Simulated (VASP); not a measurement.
# CdSe (Cadmoselite) (P6_3mc) in VASP: further runs

The runs below take CdSe (Cadmoselite) through single point, with PBE.

Everything below comes from runs of VASP 6.6.1. Logs are shortened: lines on timing, memory, paths and dates and some standing lists are left out, and cuts for length are marked.

## Step 1: The cell of the first run

It takes space group P6_3mc (No. 186, hexagonal). Conventional cell: a = 4.300 Å, b = 4.300 Å, c = 7.020 Å, α = 90.00°, β = 90.00°, γ = 120.00°. Within 3.4 Å of Cd (site symmetry 3m) lie 4 Se at 2.61 to 2.70 Å. Within 3.4 Å of Se (site symmetry 3m) lie 4 Cd at 2.61 to 2.70 Å.

## Step 2: Single point, PBE

The input, INCAR:

```
SYSTEM = CdSe
ALGO     = Normal         ! electronic algorithm
EDIFF    = 1E-6           ! SCF threshold, eV
ENCUT    = 520            ! plane-wave cutoff, eV
GGA      = PE             ! functional
ISIF     = 2              ! what is computed and relaxed
ISMEAR   = 0              ! smearing method
LASPH    = .TRUE.         ! aspherical terms in the spheres
LCHARG   = .FALSE.        ! write CHGCAR
LREAL    = .FALSE.        ! projectors in reciprocal space
LWAVE    = .FALSE.        ! write WAVECAR
NBANDS   = 26             ! bands
NELM     = 80             ! most SCF steps
PREC     = Accurate       ! precision mode
SIGMA    = 0.019000000000000003 ! smearing width, eV
```

The input, KPOINTS:

```
k-points
0
G
  7 7 4
  0 0 0
```

The input, POSCAR:

```
CdSe
1.0
    4.3000000000      0.0000000000      0.0000000000
   -2.1500000000      3.7239092363      0.0000000000
    0.0000000000      0.0000000000      7.0200000000
Cd Se
2 2
Direct
    0.6666666667      0.3333333333      0.5000000000
    0.3333333333      0.6666666667      0.0000000000
    0.6666666667      0.3333333333      0.8850000000
    0.3333333333      0.6666666667      0.3850000000
```

Potentials or basis: VASP PAW PBE potentials, release 64 (Cd, Se).

Command:

```bash
> cat potpaw_PBE.64/Cd/POTCAR potpaw_PBE.64/Se/POTCAR > POTCAR
> mpirun -np 1 vasp_std > vasp.out
```

OUTCAR:

```text
SYSTEM = CdSe
   EDIFF = 1E-6
   ENCUT = 520
   GGA = PE
   ISIF = 2
   ISMEAR = 0
   LASPH = .TRUE.
   LREAL = .FALSE.
   NELM = 80
   PREC = Accurate

 ion  position               nearest neighbor table
   1  0.667  0.333  0.500-   4 2.61   4 2.61   4 2.61   3 2.70
   2  0.333  0.667  0.000-   3 2.61   3 2.61   3 2.61   4 2.70
   3  0.667  0.333  0.885-   2 2.61   2 2.61   2 2.61   1 2.70
   4  0.333  0.667  0.385-   1 2.61   1 2.61   1 2.61   2 2.70

  LATTYP: Found a hexagonal cell.
 ALAT       =     4.3000000000
 C/A-ratio  =     1.6325581395

  Lattice vectors:

 A1 = (   4.3000000000,   0.0000000000,   0.0000000000)
 A2 = (  -2.1500000000,   3.7239092363,   0.0000000000)
 A3 = (   0.0000000000,   0.0000000000,   7.0200000000)

Analysis of symmetry for initial positions (statically):
=====================================================================
 Subroutine PRICEL returns:
 Original cell was already a primitive cell.

 Routine SETGRP: Setting up the symmetry group for a
 hexagonal supercell.

 Subroutine GETGRP returns: Found 12 space group operations
 (whereof  6 operations were pure point group operations)
 out of a pool of 24 trial point group operations.

The static configuration has the point symmetry C_3v.
 The point group associated with its full space group is C_6v.

Analysis of symmetry for dynamics (positions and initial velocities):
=====================================================================
 Subroutine PRICEL returns:
 Original cell was already a primitive cell.

 Routine SETGRP: Setting up the symmetry group for a
 hexagonal supercell.

 Subroutine GETGRP returns: Found 12 space group operations
 (whereof  6 operations were pure point group operations)
 out of a pool of 24 trial point group operations.

The dynamic configuration has the point symmetry C_3v.
 The point group associated with its full space group is C_6v.

 Subroutine INISYM returns: Found 12 space group operations
 (whereof  6 operations are pure point group operations),
 and found     1 'primitive' translations

----------------------------------------------------------------------------------------

                                     Primitive cell

  volume of cell :     112.4099

  direct lattice vectors                    reciprocal lattice vectors
     4.300000000  0.000000000  0.000000000     0.232558140  0.134267504  0.000000000
    -2.150000000  3.723909236  0.000000000     0.000000000  0.268535009  0.000000000
     0.000000000  0.000000000  7.020000000     0.000000000  0.000000000  0.142450142

  length of vectors
     4.300000000  4.300000000  7.020000000     0.268535009  0.268535009  0.142450142

  position of ions in fractional coordinates (direct lattice)
     0.666666667  0.333333333  0.500000000
     0.333333333  0.666666667  0.000000000
     0.666666667  0.333333333  0.885000000
     0.333333333  0.666666667  0.385000000

  ion indices of the primitive-cell ions
   primitive index   ion index
                 1           1
                 2           2
                 3           3
                 4           4

----------------------------------------------------------------------------------------

 KPOINTS: k-points

Automatic generation of k-mesh.
 Grid dimensions read from file:
 generate k-points for:    7    7    4

 Generating k-lattice:

  Cartesian coordinates                     Fractional coordinates (reciprocal lattice)
     0.033222591  0.019181072  0.000000000     0.142857143  0.000000000  0.000000000
     0.000000000  0.038362144  0.000000000     0.000000000  0.142857143  0.000000000
     0.000000000  0.000000000  0.035612536     0.000000000  0.000000000  0.250000000

  Length of vectors
     0.038362144  0.038362144  0.035612536

  Shift w.r.t. Gamma in fractional coordinates (k-lattice)
     0.000000000  0.000000000  0.000000000

 Subroutine IBZKPT returns following result:
 ===========================================

 Found     24 irreducible k-points:

 Following reciprocal coordinates:
            Coordinates               Weight
  0.000000  0.000000  0.000000      1.000000
  0.142857  0.000000  0.000000      6.000000
  0.285714 -0.000000  0.000000      6.000000
  0.428571 -0.000000  0.000000      6.000000
  0.142857  0.142857  0.000000      6.000000
  0.285714  0.142857  0.000000     12.000000
[... 16 lines left out ...]
  0.428571  0.142857  0.500000      6.000000
  0.285714  0.285714  0.500000      6.000000
   k-points           NKPTS =     24   k-points in BZ     NKDIM =     24   number of bands    NBANDS=     26
   number of dos      NEDOS =    301   number of ions     NIONS =      4
   total plane-waves  NPLWV =  55296
   dimension x,y,z NGX =    32 NGY =   32 NGZ =   54
   dimension x,y,z NGXF=    64 NGYF=   64 NGZF=  108
   ions per type =               2   2
   NGX,Y,Z   is equivalent  to a cutoff of  12.37, 12.37, 12.79 a.u.
   NGXF,Y,Z  is equivalent  to a cutoff of  24.74, 24.74, 25.58 a.u.
 SYSTEM =  CdSe
   PREC   = accura    normal or accurate (medium, high low for compatibility)
   ISTART =      0    job   : 0-new  1-cont  2-samecut
   ICHARG =      2    charge: 1-file 2-atom 10-const
   ISPIN  =      1    spin polarized calculation?
   LNONCOLLINEAR =      F non collinear calculations
   LSORBIT =      F    spin-orbit coupling
   LASPH  =      T    aspherical Exc in radial PAW
   ENCUT  =  520.0 eV  38.22 Ry    6.18 a.u.   8.00  8.00 13.05*2*pi/ulx,y,z
   NELM   =     80;   NELMIN=  2; NELMDL= -5     # of ELM steps
   EDIFF  = 0.1E-05   stopping-criterion for ELM
   LREAL  =      F    real-space projection
   EDIFFG = 0.1E-04   stopping-criterion for IOM
   NSW    =      0    number of steps for IOM
   IBRION =     -1    ionic relax: 0-MD 1-quasi-New 2-CG
   NFREE  =      0    steps in history (QN), initial steepest desc. (CG)
   ISIF   =      2    stress and relaxation
   ISYM   =      2    0-nonsym 1-usesym 2-fastsym
   POTIM  = 0.5000    time-step for ionic-motion
   TEBEG  =    0.0;   TEEND  =   0.0 temperature during run
   PSTRESS=    0.0 pullay stress
   NELECT =      36.0000    total number of electrons
   NUPDOWN=      -1.0000    fix difference up-down
   EMIN   =  10.00;   EMAX   =-10.00  energy-range for DOS
   EFERMI =   0.00;   METHOD = LEGACY
   ISMEAR =     0;   SIGMA  =   0.02  broadening in eV -4-tet -1-fermi 0-gaus
   EFERMI_NEDOS =   21; number of points for ismear=-14 and -15
   IALGO  =     38    algorithm
   IMIX   =      4    mixing-type and parameters
     AMIX     =   0.40;   BMIX     =  1.00
     AMIX_MAG =   1.60;   BMIX_MAG =  1.00
  volume/ion in A,a.u.               =      28.10       189.64
  Fermi-wavevector in a.u.,A,eV,Ry     =   1.120059  2.116604 17.068937  1.254531
  Thomas-Fermi vector in A             =   2.256702
   LORBIT       =      0    0 simple, 1 ext, 2 COOP (PROOUT), +10 PAW based schemes
   GGA     = PE    functional components
   LHFCALC =     F    Hartree Fock is set to
   AEXX    =    0.0000 exact exchange contribution
   IVDW    =     0    specifies the selected vdW correction
   LEPSILON=     F    determine dielectric tensor
   LRPA    =     F    only Hartree local field effects (RPA)
 non-spin polarized calculation
 Gauss-broadening in eV      SIGMA  =   0.02
  energy-cutoff  :      520.00
  volume of cell :      112.41
 maximum number of plane-waves:      3042
 NGX is ok and might be reduce to    32
   NGX = 15   NGY = 15   NGZ = 27

 number of electron      35.9999998 magnetization

 Free energy of the ion-electron system (eV)
  ---------------------------------------------------
  ext. energy  EPLUGINS =         0.00000000
  ---------------------------------------------------
  free energy    TOTEN  =       -10.90422397 eV

  energy without entropy =      -10.90422397  energy(sigma->0) =      -10.90422397

 E-fermi :   1.0609     XC(G=0):  -8.8819

 val. band max:        0.9365642225   @ k =   0.0000   0.0000   0.0000
 cond. band min:       1.6391811069   @ k =   0.0000   0.0000   0.0000
 fundamental gap:      0.7026168843
 Fermi energy:         1.0609348343

 k-point     1 :       0.0000    0.0000    0.0000
  band No.  band energies     occupation
      1     -11.6579      2.00000
      2     -11.2918      2.00000
      3      -6.9988      2.00000
      4      -6.9988      2.00000
      5      -6.9433      2.00000
      6      -6.9433      2.00000
[... 18 lines left out ...]
     25       7.9283      0.00000
     26       8.6656      0.00000

 k-point     2 :       0.1429    0.0000    0.0000
  band No.  band energies     occupation
      1     -11.5948      2.00000
      2     -11.2613      2.00000
      3      -6.9726      2.00000
      4      -6.9617      2.00000
      5      -6.9144      2.00000
      6      -6.9102      2.00000
[... 18 lines left out ...]
     25       8.2893      0.00000
     26       8.4172      0.00000

 k-point     3 :       0.2857   -0.0000    0.0000
  band No.  band energies     occupation
      1     -11.4441      2.00000
      2     -11.1994      2.00000
      3      -6.9203      2.00000
      4      -6.9067      2.00000
      5      -6.8353      2.00000
      6      -6.8111      2.00000
[... 18 lines left out ...]
     25       8.5966      0.00000
     26       8.9502      0.00000

 k-point     4 :       0.4286   -0.0000    0.0000
  band No.  band energies     occupation
      1     -11.3054      2.00000
      2     -11.1659      2.00000
      3      -6.8883      2.00000
      4      -6.8862      2.00000
      5      -6.7767      2.00000
      6      -6.7309      2.00000
[... 18 lines left out ...]
     25       8.8672      0.00000
     26      10.1339      0.00000
[... 496 lines left out ...]
      1     -11.2490      2.00000
      2     -11.2490      2.00000
      3      -6.8556      2.00000
      4      -6.8556      2.00000
      5      -6.8306      2.00000
      6      -6.8306      2.00000
[... 18 lines left out ...]
     25       8.6983      0.00000
     26       8.6983      0.00000

 k-point    23 :       0.4286    0.1429    0.5000
  band No.  band energies     occupation
      1     -11.2052      2.00000
      2     -11.2052      2.00000
      3      -6.8364      2.00000
      4      -6.8364      2.00000
      5      -6.8228      2.00000
      6      -6.8228      2.00000
[... 18 lines left out ...]
     25       9.3336      0.00000
     26       9.3336      0.00000

 k-point    24 :       0.2857    0.2857    0.5000
  band No.  band energies     occupation
      1     -11.1952      2.00000
      2     -11.1952      2.00000
      3      -6.8289      2.00000
      4      -6.8289      2.00000
      5      -6.8100      2.00000
      6      -6.8100      2.00000
[... 18 lines left out ...]
     25       9.0074      0.00000
     26       9.0074      0.00000

------------------------ aborting loop because EDIFF is reached ----------------------------------------

  FORCE on cell =-STRESS in cart. coord.  units (eV):
  Direction    XX          YY          ZZ          XY          YZ          ZX
  --------------------------------------------------------------------------------------
  -------------------------------------------------------------------------------------
  Total        2.8297314      2.8297314      1.3540470      0.0000000      0.0000000      0.0000000
  in kB       40.3321289     40.3321289     19.2992165      0.0000000      0.0000000      0.0000000
  external PRESSURE =      33.3211581 kB  Pullay stress =       0.0000000 kB

 VOLUME and BASIS-vectors are now :
 -----------------------------------------------------------------------------
  energy-cutoff  :      520.00
  volume of cell :      112.41
      direct lattice vectors                 reciprocal lattice vectors
     4.300000000  0.000000000  0.000000000     0.232558140  0.134267504  0.000000000
    -2.150000000  3.723909236  0.000000000     0.000000000  0.268535009  0.000000000
     0.000000000  0.000000000  7.020000000     0.000000000  0.000000000  0.142450142

 POSITION                                       TOTAL-FORCE (eV/Angst)
 -----------------------------------------------------------------------------------
      2.15000      1.24130      3.51000         0.000000     -0.000000      0.291235
     -0.00000      2.48261      0.00000        -0.000000     -0.000000      0.291235
      2.15000      1.24130      6.21270        -0.000000      0.000000     -0.291235
     -0.00000      2.48261      2.70270        -0.000000     -0.000000     -0.291235
 -----------------------------------------------------------------------------------
    total drift:                               -0.000000     -0.000000      0.000083

  FREE ENERGIE OF THE ION-ELECTRON SYSTEM (eV)
  ---------------------------------------------------
  free  energy   TOTEN  =       -10.9042239739 eV

  energy  without entropy=      -10.9042239739  energy(sigma->0) =      -10.90422397
```

It took 2 min on 1 thread of AMD EPYC 7R13 (Zen 3), shared host; peak memory 0.21 GiB.

Results:

```
Free energy            : -10.9042 eV
Pressure               : 3.3 GPa
Largest force          : 0.291 eV/Å
Band gap on the k mesh : 0.70 eV, direct
```

Forces in eV/Å, atoms in the order of the input:
```
Cd   0.000  0.000  0.291
Cd   0.000  0.000  0.291
Se   0.000  0.000 -0.291
Se   0.000  0.000 -0.291
```

Stress tensor (GPa, compression positive):
```
4.03 0.00 0.00
0.00 4.03 0.00
0.00 0.00 1.93
```

Expect the measured gap to be larger: semilocal functionals such as PBE lack the derivative discontinuity.

## Step 3: Single point, PBE

The input, INCAR:

```
SYSTEM = CdSe
PREC = Accurate ; ENCUT = 520
EDIFF = 1E-7 ; ISMEAR = 0
SIGMA = 0.020999999999999998 ; LREAL = .FALSE.
LASPH = .TRUE. ; NELM = 100
ALGO = Normal ; ISIF = 2
LWAVE = .FALSE. ; LCHARG = .FALSE.
GGA = PE ; NBANDS = 26
```

The input, KPOINTS:

```
Automatic mesh
0
G
  7 7 4
  0 0 0
```

POSCAR is that of step 2.

Potentials or basis: VASP PAW PBE potentials, release 64 (Cd, Se).

Command:

```bash
> cat potpaw_PBE.64/Cd/POTCAR potpaw_PBE.64/Se/POTCAR > POTCAR
> mpirun -np 1 vasp_std > vasp.out
```

Wall time 2.5 min (1 thread of AMD EPYC 7R13 (Zen 3), shared host); peak memory 0.21 GiB.

Results (log left out):

```yaml
Free_energy: -10.9042 eV
Pressure: 3.3 GPa
Largest_force: 0.291 eV/Å
Band_gap_on_the_k_mesh: 0.70 eV, direct
```

Forces on the atoms (eV/Å):
```
Cd   0.000  0.000  0.291
Cd   0.000  0.000  0.291
Se   0.000  0.000 -0.291
Se   0.000  0.000 -0.291
```

Stress tensor (GPa, compression positive):
```
4.04 0.00 0.00
0.00 4.04 0.00
0.00 0.00 1.94
```

Levels at points of the mesh, in eV from the valence-band top:
```csv
k point,band 15,band 16,band 17,band 18,band 19,band 20,band 21,band 22
"(0.00, 0.00, 0.00)",-0.72,-0.01,0.00,0.00,0.70,2.12,5.88,5.88
"(0.00, 0.00, 0.50)",-0.37,-0.37,-0.37,-0.37,2.34,2.34,5.83,5.83
```

As with any semilocal functional, this PBE gap is likely too small.

## Step 4: Single point, PBE

The input, INCAR:

```
PREC = Accurate
ENCUT = 520
EDIFF = 1E-6
ISMEAR = 0
SIGMA = 0.022
LREAL = F
LASPH = T
NELM = 100
ALGO = Normal
ISIF = 2
LWAVE = F
LCHARG = F
GGA = PE
NBANDS = 26
```

The input, KPOINTS:

```
regular mesh
0
Gamma
  7 7 4
```

POSCAR is that of step 3.

Command:

```bash
> cat potpaw_PBE.64/Cd/POTCAR potpaw_PBE.64/Se/POTCAR > POTCAR
> mpirun -np 1 vasp_std > vasp.out
```

It used 110 s of CPU time on 1 thread of AMD EPYC 7R13 Processor (Zen 3) (shared host).

It converged, with:

```yaml
Free_energy: -10.9042 eV
Pressure: 3.3 GPa
Largest_force: 0.291 eV/Å
Band_gap_on_the_k_mesh: 0.70 eV, direct
```

Forces in eV/Å, atoms in the order of the input:
```
Cd   0.000  0.000  0.291
Cd   0.000  0.000  0.291
Se   0.000  0.000 -0.291
Se   0.000  0.000 -0.291
```

Stress tensor (GPa, compression positive):
```
4.03 0.00 0.00
0.00 4.03 0.00
0.00 0.00 1.93
```

Levels at points of the mesh, in eV from the valence-band top:
| k point | band 16 | band 17 | band 18 | band 19 | band 20 | band 21 |
| --- | --- | --- | --- | --- | --- | --- |
| (0.00, 0.00, 0.00) | -0.01 | 0.00 | 0.00 | 0.70 | 2.12 | 5.88 |
| (0.00, 0.00, 0.50) | -0.37 | -0.37 | -0.37 | 2.34 | 2.34 | 5.83 |

## Step 5: Single point, PBE

The input, INCAR:

```
SYSTEM = CdSe
ALGO = Normal
EDIFF = 1E-6
ENCUT = 520
GGA = PE
ISIF = 2
ISMEAR = 0
LASPH = .True.
LCHARG = .False.
LREAL = .False.
LWAVE = .False.
NBANDS = 26
NELM = 60
PREC = Accurate
SIGMA = 0.023
```

The input, KPOINTS:

```
k-points
0
Gamma
  7 7 4
  0 0 0
```

POSCAR is that of step 4.

Command:

```bash
> cat potpaw_PBE.64/Cd/POTCAR potpaw_PBE.64/Se/POTCAR > POTCAR
> mpirun -np 1 vasp_std > vasp.out
```

It used 86 s of CPU time on 1 thread of AMD EPYC 7R13 Processor (Zen 3), with other jobs on the host.

It converged, with:

* Free energy: -10.9042 eV
* Pressure: 3.3 GPa
* Largest force: 0.291 eV/Å
* Band gap on the k mesh: 0.70 eV, direct

Forces on the atoms (eV/Å):
```
Cd   0.000  0.000  0.291
Cd   0.000  0.000  0.291
Se   0.000  0.000 -0.291
Se   0.000  0.000 -0.291
```

Stress tensor (GPa, compression positive):
```
4.03 0.00 0.00
0.00 4.03 0.00
0.00 0.00 1.93
```

Levels at points of the mesh, in eV from the valence-band top:
```tsv
k point	band 14	band 15	band 16	band 17	band 18	band 19	band 20	band 21	band 22	band 23
(0.00, 0.00, 0.00)	-0.72	-0.72	-0.01	0.00	0.00	0.70	2.12	5.88	5.88	6.14
(0.00, 0.00, 0.50)	-2.57	-0.37	-0.37	-0.37	-0.37	2.34	2.34	5.83	5.83	6.25
```

## Step 6: Summary

| smearing | gap on the mesh (eV) | pressure (GPa) | largest force (eV/Å) |
| --- | --- | --- | --- |
| gaussian 0.019 eV | 0.70 | 3.3 | 0.29 |
| gaussian 0.021 eV | 0.70 | 3.3 | 0.29 |
| gaussian 0.022 eV | 0.70 | 3.3 | 0.29 |
| gaussian 0.023 eV | 0.70 | 3.3 | 0.29 |

Alike in all rows: task single point; level PBE; potentials or basis VASP PAW PBE potentials, release 64 (Cd, Se); no spin polarisation; cell as given; k mesh 7 × 7 × 4; cutoff (eV) 520.

On the cell as given the gap runs from 0.70 eV (PBE) to 0.70 eV (PBE).

Total energies depend on the potentials used, so only differences within one code and one set of settings carry meaning.
